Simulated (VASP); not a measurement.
Here is a VASP 6.6.1 calculation.

INCAR

```
SYSTEM = Te2Mo
PREC = Accurate
ENCUT = 520
EDIFF = 1E-7
ISMEAR = 0
SIGMA = 0.05
LREAL = .FALSE.
LASPH = .TRUE.
NELM = 80
ALGO = Normal
ISIF = 2
LWAVE = .FALSE.
LCHARG = .FALSE.
LDIPOL = .TRUE.
IDIPOL = 3
DIPOL = 0.5 0.5 0.398
GGA = PE
IVDW = 12
NBANDS = 35
```

KPOINTS

```
Automatic mesh
0
G
  9 9 1
  0 0 0
```

The input POSCAR:

```
Te2Mo
1.0
    3.5038815467      0.0000000000      0.0000000000
   -1.7519407734      3.0344504312      0.0000000000
    0.0000000000      0.0000000000     24.7677198428
Te Mo
4 2
Direct
    0.3333333333      0.6666666667      0.1816881016
    0.3333333333      0.6666666667      0.3284056818
    0.6666666667      1.3333333333      0.4668923904
    0.6666666667      1.3333333333      0.6136099705
    0.6666666667      0.3333333333      0.2550468917
    1.0000000000      1.0000000000      0.5402511804
```

Potentials or basis: VASP PAW PBE potentials, release 64 (Te, Mo_sv).

Launch:

```bash
$ cat potpaw_PBE.64/Te/POTCAR potpaw_PBE.64/Mo_sv/POTCAR > POTCAR
$ mpirun -np 1 vasp_std > vasp.out
```

Task: Predict the dispersion energy per atom.

Result: -0.467 eV.

Task: Predict the largest force.

Result: 0.078 eV/Å.

Task: What does it give for the band gap on the k mesh?

Result: 1.08 eV (least direct gap 1.13 eV).

Forces in eV/Å, atoms in the order of the input:
```
Te   0.000  0.000  0.013
Te   0.000  0.000  0.078
Te   0.000  0.000 -0.050
Te   0.000  0.000  0.006
Mo   0.000  0.000 -0.007
Mo   0.000  0.000 -0.041
```

Caveat: the cell differs from its parent crystal (layers slid over each other); spin-orbit coupling is left out, which moves the levels of the heavy elements.
